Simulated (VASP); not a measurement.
**Ta: single point with PBEsol**

The system is Ta.

```xyz
2
Lattice="2.6726 0.0000 0.0000 -1.3363 2.3146 0.0000 0.0000 0.0000 4.6900" Properties=species:S:1:pos:R:3 pbc="T T T"
Ta    0.0000    1.5431    1.1725
Ta    1.3363    0.7715    3.5175
```

This isn't the form of Ta at room conditions, which is bcc.

```
Program                : VASP 6.6.1
Task                   : single point
Functional             : PBEsol
Potentials or basis    : VASP PAW PBE potentials, release 64 (Ta_pv)
Cutoff                 : 520 eV
k mesh                 : 17 × 17 × 9
Occupations            : fermi-dirac, width 0.1 eV
Spin                   : no spin polarisation
Dipole correction      : no
Further INCAR settings : ALGO = Normal; EDIFF = 1e-06; NBANDS = 18
```

```json
{"Pressure": "68.0 GPa", "Band gap on the k mesh": "zero (bands 11 and 12 overlap by 3.11 eV)"}
```

Stress tensor (GPa, compression positive):
```
68.10  0.00  0.00
 0.00 68.10  0.00
 0.00  0.00 67.92
```

Levels at points of the mesh, in eV from the Fermi level:
| k point | band 8 | band 9 | band 10 | band 11 | band 12 | band 13 | band 14 | band 15 |
| --- | --- | --- | --- | --- | --- | --- | --- | --- |
| (0.00, 0.00, 0.00) | -5.93 | -0.93 | 0.38 | 0.38 | 1.11 | 1.24 | 1.24 | 3.51 |

Run time: 91 s on 1 thread of Intel Xeon 8259CL (shared host), peak memory 0.2 GiB.

Caveat: the cell stands under pressure; the PAW data sets were made with another functional, which shifts forces and pressure a little; spin-orbit coupling is left out, which moves the levels of the heavy elements.
